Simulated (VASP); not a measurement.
Write the native input for VASP 6.6.1 that does the following.

* Task: single point
* Functional: PBE
* Potentials or basis: VASP PAW PBE potentials, release 64 (Ge_d, W_sv)
* Cutoff: 520 eV
* k mesh: 9 × 9 × 9
* Occupations: fermi-dirac, width 0.05 eV
* Spin: no spin polarisation
* Dipole correction: no
* Further INCAR settings: ALGO = Normal; EDIFF = 1e-07; NBANDS = 21

The structure of GeW lies in POSCAR:

```
GeW
1.0
    0.0000000000      2.6115298109      2.6115298109
    2.6115298109      0.0000000000      2.6115298109
    2.6115298109      2.6115298109      0.0000000000
Ge W
1 1
Direct
    0.5000000000      0.5000000000      0.5000000000
    0.0000000000      0.0000000000      0.0000000000
```

These files were run (other wordings do the same):

INCAR

```
PREC = Accurate ; ENCUT = 520
EDIFF = 1E-7 ; ISMEAR = -1
SIGMA = 0.05 ; LREAL = F
LASPH = T ; NELM = 60
ALGO = Normal ; ISIF = 2
LWAVE = F ; LCHARG = F
GGA = PE ; NBANDS = 21
```

KPOINTS

```
Automatic mesh
0
Gamma
  9 9 9
```

Potentials or basis: VASP PAW PBE potentials, release 64 (Ge_d, W_sv).

Run with:

```sh
$ cat potpaw_PBE.64/Ge_d/POTCAR potpaw_PBE.64/W_sv/POTCAR > POTCAR
$ mpirun -np 1 vasp_std > vasp.out
```

It gave:

| Item | Value |
| --- | --- |
| Pressure | -5.8 GPa |
| Band gap on the k mesh | zero (band 14 reaches 9.05 eV, above the bottom of band 15 at 7.46 eV) |

Caveat: spin-orbit coupling is left out, which moves the levels of the heavy elements.

It took 21 s on 1 thread of Intel Xeon 6975P-C, on a shared host, peak memory 0.17 GiB.
